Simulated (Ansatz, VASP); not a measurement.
# HgTe: VASP beside Ansatz

File INCAR:

```
SYSTEM = HgTe
  PREC = Accurate
  ENCUT = 520
  EDIFF = 1E-6
  ISMEAR = -1
  SIGMA = 0.08
  LREAL = .False.
  LASPH = .True.
  NELM = 60
  ALGO = Normal
  ISIF = 2
  LWAVE = .False.
  LCHARG = .False.
  GGA = PS
  NBANDS = 16
```

The input KPOINTS:

```
regular mesh
0
Gamma
  12 12 12
  0 0 0
```

File POSCAR:

```
HgTe
1.0
    0.0000000000      2.9408482460      2.9408482460
    2.9408482460      0.0000000000      2.9408482460
    2.9408482460      2.9408482460      0.0000000000
Hg Te
1 1
Direct
    0.0000000000      0.0000000000      0.0000000000
    0.5000000000      0.5000000000      0.5000000000
```

Input for Ansatz:

```yaml
crystal:
  lattice:
    - [0.0, 2.940848246, 2.940848246]
    - [2.940848246, 0.0, 2.940848246]
    - [2.940848246, 2.940848246, 0.0]
  atoms:
    - { symbol: Hg, position: [0.0, 0.0, 0.0] }
    - { symbol: Te, position: [0.5, 0.5, 0.5] }
kpoints:
  mp_grid: { grid: [12, 12, 12] }
  band_path:
    path:
      - [0.0, 0.0, 0.0]
      - [0.5, 0.0, 0.5]
      - [0.625, 0.25, 0.625]
      - [0.375, 0.375, 0.75]
      - [0.0, 0.0, 0.0]
      - [0.5, 0.5, 0.5]
      - [0.5, 0.25, 0.75]
      - [0.5, 0.0, 0.5]
    npoints: 5
scf:
  occupations: { method: fermi_dirac, width: 0.08 }
hamiltonian:
  xc: pbesol
  pseudopotentials: { kind: all_electron, lapw: { basis_error: 0.001 } }
output:
  forces: true
  stress: true
  eigenvalues: true
```

Change from the starting cell: volume scaled by 1.02.

Alike in both runs: task single point; functional PBEsol; k mesh 12 × 12 × 12; occupations fermi-dirac, width 0.08 eV; no spin polarisation.

|  | VASP | Ansatz |
| --- | --- | --- |
| version | VASP 6.6.1 | Ansatz 0.2.0 |
| potentials or method | VASP PAW PBE potentials, release 64 (Hg, Te), cutoff 520 eV | all-electron LAPW, scalar-relativistic |

Ansatz gave:

```
pressure (GPa) : 4.4
```

Q: What did VASP give for the same quantities?

A: Pressure (GPa): 4.7.

VASP's potentials were made for PBE, not for PBEsol. Ansatz ran all-electron here, and VASP with PAW potentials.

Neither program's run includes spin-orbit coupling.
